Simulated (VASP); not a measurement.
# LiF (P6_3mc) in VASP: a series of runs

Runs on LiF. Level: LDA. Tasks: single point.

Program: VASP 6.6.1. These are calculated values, not measurements. Logs are shortened: lines on timing, memory, paths and dates and some standing lists are left out, and cuts for length are marked.

## (1) The cell of the first run

It takes space group P6_3mc (No. 186, hexagonal). Conventional cell: a = 2.977 Å, b = 2.977 Å, c = 4.362 Å, α = 90.00°, β = 90.00°, γ = 120.00°. Li (site symmetry 3m) has 4 F at 1.71 to 1.78 Å within 2.3 Å. F (site symmetry 3m) has 4 Li at 1.71 to 1.78 Å within 2.3 Å.

## (2) Single point, LDA (8.37 Å³/atom)

INCAR reads:

```
SYSTEM = LiF
  PREC = Accurate
  ENCUT = 520
  EDIFF = 1E-6
  ISMEAR = 0
  SIGMA = 0.05
  LREAL = .False.
  LASPH = .True.
  NELM = 80
  ALGO = Normal
  ISIF = 2
  LWAVE = .False.
  LCHARG = .False.
  NBANDS = 18
```

KPOINTS reads:

```
regular mesh
0
Gamma
  9 9 6
  0 0 0
```

POSCAR reads:

```
LiF
1.0
    2.9772860081      0.0000000000      0.0000000000
   -1.4886430040      2.5784053173      0.0000000000
    0.0000000000      0.0000000000      4.3623194590
Li F
2 2
Direct
    0.3333333333      0.6666666667      0.3839784076
    0.6666666667      0.3333333333      0.8839784076
    0.3333333333      0.6666666667      0.9910195924
    0.6666666667      0.3333333333      0.4910195924
```

Potentials or basis: VASP PAW LDA potentials, release 64 (Li_sv, F).

The run is started by

```console
cat potpaw_LDA.64/Li_sv/POTCAR potpaw_LDA.64/F/POTCAR > POTCAR
mpirun -np 1 vasp_std > vasp.out
```

OUTCAR:

```text
SYSTEM = LiF
   PREC = Accurate
   ENCUT = 520
   EDIFF = 1E-6
   ISMEAR = 0
   LREAL = .False.
   LASPH = .True.
   NELM = 80
   ISIF = 2

 ion  position               nearest neighbor table
   1  0.333  0.667  0.384-   3 1.71   4 1.78   4 1.78   4 1.78
   2  0.667  0.333  0.884-   4 1.71   3 1.78   3 1.78   3 1.78
   3  0.333  0.667  0.991-   1 1.71   2 1.78   2 1.78   2 1.78
   4  0.667  0.333  0.491-   2 1.71   1 1.78   1 1.78   1 1.78

  LATTYP: Found a hexagonal cell.
 ALAT       =     2.9772860081
 C/A-ratio  =     1.4652000000

  Lattice vectors:

 A1 = (   2.9772860081,   0.0000000000,   0.0000000000)
 A2 = (  -1.4886430040,   2.5784053173,   0.0000000000)
 A3 = (   0.0000000000,   0.0000000000,   4.3623194590)

Analysis of symmetry for initial positions (statically):
=====================================================================
 Subroutine PRICEL returns:
 Original cell was already a primitive cell.

 Routine SETGRP: Setting up the symmetry group for a
 hexagonal supercell.

 Subroutine GETGRP returns: Found 12 space group operations
 (whereof  6 operations were pure point group operations)
 out of a pool of 24 trial point group operations.

The static configuration has the point symmetry C_3v.
 The point group associated with its full space group is C_6v.

Analysis of symmetry for dynamics (positions and initial velocities):
=====================================================================
 Subroutine PRICEL returns:
 Original cell was already a primitive cell.

 Routine SETGRP: Setting up the symmetry group for a
 hexagonal supercell.

 Subroutine GETGRP returns: Found 12 space group operations
 (whereof  6 operations were pure point group operations)
 out of a pool of 24 trial point group operations.

The dynamic configuration has the point symmetry C_3v.
 The point group associated with its full space group is C_6v.

 Subroutine INISYM returns: Found 12 space group operations
 (whereof  6 operations are pure point group operations),
 and found     1 'primitive' translations

----------------------------------------------------------------------------------------

                                     Primitive cell

  volume of cell :      33.4880

  direct lattice vectors                    reciprocal lattice vectors
     2.977286008  0.000000000  0.000000000     0.335876364  0.193918309  0.000000000
    -1.488643004  2.578405317  0.000000000     0.000000000  0.387836619  0.000000000
     0.000000000  0.000000000  4.362319459     0.000000000  0.000000000  0.229235848

  length of vectors
     2.977286008  2.977286008  4.362319459     0.387836619  0.387836619  0.229235848

  position of ions in fractional coordinates (direct lattice)
     0.333333333  0.666666667  0.383978408
     0.666666667  0.333333333  0.883978408
     0.333333333  0.666666667  0.991019592
     0.666666667  0.333333333  0.491019592

  ion indices of the primitive-cell ions
   primitive index   ion index
                 1           1
                 2           2
                 3           3
                 4           4

----------------------------------------------------------------------------------------

 KPOINTS: regular mesh

Automatic generation of k-mesh.
 Grid dimensions read from file:
 generate k-points for:    9    9    6

 Generating k-lattice:

  Cartesian coordinates                     Fractional coordinates (reciprocal lattice)
     0.037319596  0.021546479  0.000000000     0.111111111 -0.000000000  0.000000000
     0.000000000  0.043092958  0.000000000     0.000000000  0.111111111  0.000000000
     0.000000000  0.000000000  0.038205975     0.000000000  0.000000000  0.166666667

  Length of vectors
     0.043092958  0.043092958  0.038205975

  Shift w.r.t. Gamma in fractional coordinates (k-lattice)
     0.000000000  0.000000000  0.000000000

 Subroutine IBZKPT returns following result:
 ===========================================

 Found     48 irreducible k-points:

 Following reciprocal coordinates:
            Coordinates               Weight
  0.000000  0.000000  0.000000      1.000000
  0.111111  0.000000  0.000000      6.000000
  0.222222  0.000000  0.000000      6.000000
  0.333333  0.000000  0.000000      6.000000
  0.444444  0.000000  0.000000      6.000000
  0.111111  0.111111  0.000000      6.000000
[... 16 lines left out ...]
  0.333333  0.222222  0.166667     24.000000
  0.333333  0.333333  0.166667      4.000000
 [... further k-points ...]
   k-points           NKPTS =     48   k-points in BZ     NKDIM =     48   number of bands    NBANDS=     18
   number of dos      NEDOS =    301   number of ions     NIONS =      4
   total plane-waves  NPLWV =  18432
   dimension x,y,z NGX =    24 NGY =   24 NGZ =   32
   dimension x,y,z NGXF=    48 NGYF=   48 NGZF=   64
   ions per type =               2   2
   NGX,Y,Z   is equivalent  to a cutoff of  13.40, 13.40, 12.20 a.u.
   NGXF,Y,Z  is equivalent  to a cutoff of  26.80, 26.80, 24.39 a.u.
 SYSTEM =  LiF
   PREC   = accura    normal or accurate (medium, high low for compatibility)
   ISTART =      0    job   : 0-new  1-cont  2-samecut
   ICHARG =      2    charge: 1-file 2-atom 10-const
   ISPIN  =      1    spin polarized calculation?
   LNONCOLLINEAR =      F non collinear calculations
   LSORBIT =      F    spin-orbit coupling
   LASPH  =      T    aspherical Exc in radial PAW
   ENCUT  =  520.0 eV  38.22 Ry    6.18 a.u.   5.54  5.54  8.11*2*pi/ulx,y,z
   NELM   =     80;   NELMIN=  2; NELMDL= -5     # of ELM steps
   EDIFF  = 0.1E-05   stopping-criterion for ELM
   LREAL  =      F    real-space projection
   EDIFFG = 0.1E-04   stopping-criterion for IOM
   NSW    =      0    number of steps for IOM
   IBRION =     -1    ionic relax: 0-MD 1-quasi-New 2-CG
   NFREE  =      0    steps in history (QN), initial steepest desc. (CG)
   ISIF   =      2    stress and relaxation
   ISYM   =      2    0-nonsym 1-usesym 2-fastsym
   POTIM  = 0.5000    time-step for ionic-motion
   TEBEG  =    0.0;   TEEND  =   0.0 temperature during run
   PSTRESS=    0.0 pullay stress
   NELECT =      20.0000    total number of electrons
   NUPDOWN=      -1.0000    fix difference up-down
   EMIN   =  10.00;   EMAX   =-10.00  energy-range for DOS
   EFERMI =   0.00;   METHOD = LEGACY
   ISMEAR =     0;   SIGMA  =   0.05  broadening in eV -4-tet -1-fermi 0-gaus
   EFERMI_NEDOS =   21; number of points for ismear=-14 and -15
   IALGO  =     38    algorithm
   IMIX   =      4    mixing-type and parameters
     AMIX     =   0.40;   BMIX     =  1.00
     AMIX_MAG =   1.60;   BMIX_MAG =  1.00
  volume/ion in A,a.u.               =       8.37        56.50
  Fermi-wavevector in a.u.,A,eV,Ry     =   1.378653  2.605277 25.860392  1.900685
  Thomas-Fermi vector in A             =   2.503695
   LORBIT       =      0    0 simple, 1 ext, 2 COOP (PROOUT), +10 PAW based schemes
   GGA     = CA    functional components
   LHFCALC =     F    Hartree Fock is set to
   AEXX    =    0.0000 exact exchange contribution
   IVDW    =     0    specifies the selected vdW correction
   LEPSILON=     F    determine dielectric tensor
   LRPA    =     F    only Hartree local field effects (RPA)
 non-spin polarized calculation
 Gauss-broadening in eV      SIGMA  =   0.05
  energy-cutoff  :      520.00
  volume of cell :       33.49
 maximum number of plane-waves:       928
 NGX is ok and might be reduce to    24
   NGX = 11   NGY = 11   NGZ = 17

 number of electron      20.0000021 magnetization

 Free energy of the ion-electron system (eV)
  ---------------------------------------------------
  ext. energy  EPLUGINS =         0.00000000
  ---------------------------------------------------
  free energy    TOTEN  =       -20.70073953 eV

  energy without entropy =      -20.70073953  energy(sigma->0) =      -20.70073953

 E-fermi :  -1.3901     XC(G=0): -10.3506

 val. band max:       -1.7541053210   @ k =   0.0000   0.0000   0.0000
 cond. band min:       6.5882009501   @ k =   0.0000   0.0000   0.0000
 fundamental gap:      8.3423062710
 Fermi energy:        -1.3900674747

 k-point     1 :       0.0000    0.0000    0.0000
  band No.  band energies     occupation
      1     -40.8366      2.00000
      2     -40.7163      2.00000
      3     -21.1890      2.00000
      4     -20.7940      2.00000
      5      -4.6980      2.00000
      6      -2.6237      2.00000
[... 10 lines left out ...]
     17      18.4432      0.00000
     18      21.1083      0.00000

 k-point     2 :       0.1111    0.0000    0.0000
  band No.  band energies     occupation
      1     -40.8280      2.00000
      2     -40.7143      2.00000
      3     -21.1707      2.00000
      4     -20.7965      2.00000
      5      -4.6276      2.00000
      6      -2.7582      2.00000
[... 10 lines left out ...]
     17      18.8307      0.00000
     18      20.4348      0.00000

 k-point     3 :       0.2222    0.0000    0.0000
  band No.  band energies     occupation
      1     -40.8053      2.00000
      2     -40.7102      2.00000
      3     -21.1206      2.00000
      4     -20.8066      2.00000
      5      -4.4483      2.00000
      6      -3.1561      2.00000
[... 10 lines left out ...]
     17      18.8651      0.00000
     18      19.6716      0.00000

 k-point     4 :       0.3333    0.0000    0.0000
  band No.  band energies     occupation
      1     -40.7769      2.00000
      2     -40.7082      2.00000
      3     -21.0521      2.00000
      4     -20.8285      2.00000
      5      -4.3372      2.00000
      6      -3.4883      2.00000
[... 10 lines left out ...]
     17      18.5794      0.00000
     18      20.4748      0.00000

 k-point     5 :       0.4444    0.0000    0.0000
  band No.  band energies     occupation
      1     -40.7543      2.00000
      2     -40.7108      2.00000
      3     -20.9891      2.00000
      4     -20.8599      2.00000
      5      -4.4649      2.00000
      6      -3.3799      2.00000
[... 10 lines left out ...]
     17      18.2815      0.00000
     18      21.1271      0.00000

 k-point     6 :       0.1111    0.1111    0.0000
  band No.  band energies     occupation
      1     -40.8124      2.00000
      2     -40.7113      2.00000
      3     -21.1367      2.00000
      4     -20.8028      2.00000
      5      -4.4967      2.00000
      6      -3.0837      2.00000
[... 10 lines left out ...]
     17      19.3630      0.00000
     18      19.8194      0.00000

 k-point     7 :       0.2222    0.1111    0.0000
  band No.  band energies     occupation
      1     -40.7866      2.00000
      2     -40.7083      2.00000
      3     -21.0769      2.00000
      4     -20.8186      2.00000
      5      -4.2956      2.00000
      6      -3.6274      2.00000
[... 10 lines left out ...]
     17      19.1942      0.00000
     18      20.1446      0.00000

 k-point     8 :       0.3333    0.1111    0.0000
  band No.  band energies     occupation
      1     -40.7603      2.00000
      2     -40.7096      2.00000
      3     -21.0085      2.00000
      4     -20.8473      2.00000
      5      -4.3646      2.00000
      6      -3.7390      2.00000
[... 10 lines left out ...]
     17      18.7514      0.00000
     18      20.8639      0.00000
[... 229 lines left out ...]
     17      19.1538      0.00000
     18      20.1130      0.00000

 k-point    20 :       0.3333    0.1111    0.1667
  band No.  band energies     occupation
      1     -40.7567      2.00000
      2     -40.7128      2.00000
      3     -21.0009      2.00000
      4     -20.8614      2.00000
      5      -4.3194      2.00000
      6      -3.7030      2.00000
[... 10 lines left out ...]
     17      18.7967      0.00000
     18      20.8410      0.00000

 k-point    21 :       0.4444    0.1111    0.1667
  band No.  band energies     occupation
      1     -40.7446      2.00000
      2     -40.7150      2.00000
      3     -20.9649      2.00000
      4     -20.8806      2.00000
      5      -4.4604      2.00000
      6      -3.4921      2.00000
[... 10 lines left out ...]
     17      18.5743      0.00000
     18      21.5336      0.00000

 k-point    22 :       0.2222    0.2222    0.1667
  band No.  band energies     occupation
      1     -40.7588      2.00000
      2     -40.7127      2.00000
      3     -21.0077      2.00000
      4     -20.8569      2.00000
      5      -4.1376      2.00000
      6      -3.9907      2.00000
[... 10 lines left out ...]
     17      19.4543      0.00000
     18      20.3622      0.00000

 k-point    23 :       0.3333    0.2222    0.1667
  band No.  band energies     occupation
      1     -40.7397      2.00000
      2     -40.7165      2.00000
      3     -20.9551      2.00000
      4     -20.8830      2.00000
      5      -4.4636      2.00000
      6      -3.7093      2.00000
[... 10 lines left out ...]
     17      18.8334      0.00000
     18      20.8592      0.00000

 k-point    24 :       0.3333    0.3333    0.1667
  band No.  band energies     occupation
      1     -40.7255      2.00000
      2     -40.7255      2.00000
      3     -20.9142      2.00000
      4     -20.9142      2.00000
      5      -4.5633      2.00000
      6      -3.4640      2.00000
[... 10 lines left out ...]
     17      17.9617      0.00000
     18      21.0097      0.00000

 [... further k-points ...]

------------------------ aborting loop because EDIFF is reached ----------------------------------------

  FORCE on cell =-STRESS in cart. coord.  units (eV):
  Direction    XX          YY          ZZ          XY          YZ          ZX
  --------------------------------------------------------------------------------------
  -------------------------------------------------------------------------------------
  Total        1.1992837      1.1992837      2.6562797      0.0000000      0.0000000      0.0000000
  in kB       57.3777202     57.3777202    127.0852601      0.0000000      0.0000000      0.0000000
  external PRESSURE =      80.6135668 kB  Pullay stress =       0.0000000 kB

 VOLUME and BASIS-vectors are now :
 -----------------------------------------------------------------------------
  energy-cutoff  :      520.00
  volume of cell :       33.49
      direct lattice vectors                 reciprocal lattice vectors
     2.977286008  0.000000000  0.000000000     0.335876364  0.193918309  0.000000000
    -1.488643004  2.578405317  0.000000000     0.000000000  0.387836619  0.000000000
     0.000000000  0.000000000  4.362319459     0.000000000  0.000000000  0.229235848

 POSITION                                       TOTAL-FORCE (eV/Angst)
 -----------------------------------------------------------------------------------
     -0.00000      1.71894      1.67504         0.000000     -0.000000      0.421197
      1.48864      0.85947      3.85620         0.000000      0.000000      0.421197
     -0.00000      1.71894      4.32314         0.000000     -0.000000     -0.421197
      1.48864      0.85947      2.14198        -0.000000      0.000000     -0.421197
 -----------------------------------------------------------------------------------
    total drift:                                0.000000      0.000000     -0.000053

  FREE ENERGIE OF THE ION-ELECTRON SYSTEM (eV)
  ---------------------------------------------------
  free  energy   TOTEN  =       -20.7007395283 eV

  energy  without entropy=      -20.7007395283  energy(sigma->0) =      -20.70073953
```

Run time: 22 s. Hardware: 1 thread of Intel Xeon 8259CL, shared host; peak memory 0.14 GiB.

Results:

| Item | Value |
| --- | --- |
| Free energy | -20.7007 eV |
| Largest force | 0.421 eV/Å |
| Band gap on the k mesh | 8.34 eV |

Forces on the atoms (eV/Å):
```
Li   0.000  0.000  0.421
Li   0.000  0.000  0.421
F    0.000  0.000 -0.421
F    0.000  0.000 -0.421
```

Levels at points of the mesh, in eV from the valence-band top:
```csv
k point,band 8,band 9,band 10,band 11,band 12,band 13
"(0.00, 0.00, 0.00)",-0.32,-0.32,0.00,8.34,13.20,16.93
"(0.00, 0.00, 0.50)",-0.60,-0.60,-0.60,10.23,10.23,18.99
```

Caveat: the cutoff is under 1.25 times the usual one of these potentials, so pressure, stress and relaxed cells hold a basis-set (Pulay) error; an odd mesh through Γ misses points on the zone boundary, where band edges can lie.

(Part 1 of 3 ends here.)
